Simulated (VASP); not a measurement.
MgH2, 6 atoms in the cell. Symmetry: P4_2/mnm, No. 136, tetragonal system. Conventional cell: a = 4.472 Å, b = 4.472 Å, c = 2.994 Å, α = 90.00°, β = 90.00°, γ = 90.00°. Mg (site symmetry mmm) has 6 H at 1.93 to 1.94 Å within 2.6 Å. H (site symmetry m2m) has 3 Mg at 1.93 to 1.94 Å and 1 H at 2.47 Å within 2.6 Å. 

```yaml
Program: VASP 6.6.1
Task: single point
Functional: r2SCAN
Dispersion: rVV10
Potentials_or_basis: VASP PAW PBE potentials, release 64 (Mg, H)
Cutoff: 520 eV
k_mesh: 6 × 6 × 10
Occupations: fermi-dirac, width 0.03 eV
Spin: no spin polarisation
Dipole_correction: no
Further_INCAR_settings: ALGO = Normal; EDIFF = 1e-06; NBANDS = 13
```

Potentials or basis: VASP PAW PBE potentials, release 64 (Mg, H).

The run is started by

```sh
$ cat potpaw_PBE.64/Mg/POTCAR potpaw_PBE.64/H/POTCAR > POTCAR
$ cp INCAR.step1 INCAR
$ mpirun -np 1 vasp_std > vasp.out
$ cp INCAR.step2 INCAR
$ mpirun -np 1 vasp_std > vasp.out
```

Hardware: 1 thread of AMD EPYC 7R13 Processor (Zen 3), with other jobs on the host.

Task: How long does it take, and how much memory?

Result: Run time: 3.2 min on 1 thread of AMD EPYC 7R13 Processor (Zen 3) (shared host), peak memory 0.3 GiB. Counts: k points 60.
